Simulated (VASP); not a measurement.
Input of a VASP 6.6.1 run:

INCAR

```
SYSTEM = ZnS
PREC = Accurate
ENCUT = 520
EDIFF = 1E-7
ISMEAR = 0
SIGMA = 0.01
LREAL = .FALSE.
LASPH = .TRUE.
NELM = 60
ALGO = Normal
ISIF = 2
LWAVE = .FALSE.
LCHARG = .FALSE.
GGA = RE
NBANDS = 26
```

The input KPOINTS:

```
Automatic mesh
0
G
  6 6 4
  0 0 0
```

Contents of POSCAR:

```
ZnS
1.0
    3.8110000000      0.0000000000      0.0000000000
   -1.9055000000      3.3004228138      0.0000000000
    0.0000000000      0.0000000000      6.2340000000
Zn S
2 2
Direct
    0.3333333333      0.6666666667      0.0000000000
    0.6666666667      0.3333333333      0.5000000000
    0.3333333333      0.6666666667      0.3850000000
    0.6666666667      0.3333333333      0.8850000000
```

Potentials or basis: VASP PAW PBE potentials, release 64 (Zn, S).

Launch:

```console
$ cat potpaw_PBE.64/Zn/POTCAR potpaw_PBE.64/S/POTCAR > POTCAR
$ mpirun -np 1 vasp_std > vasp.out
```

(1) Predict the band gap on the k mesh.

(2) Estimate the largest force.

(3) Estimate the pressure.

## Answers

(1) 2.38 eV, direct.

(2) 0.328 eV/Å.

(3) 4.4 GPa.

Caveat: the PAW data sets were made with another functional, which shifts forces and pressure a little.
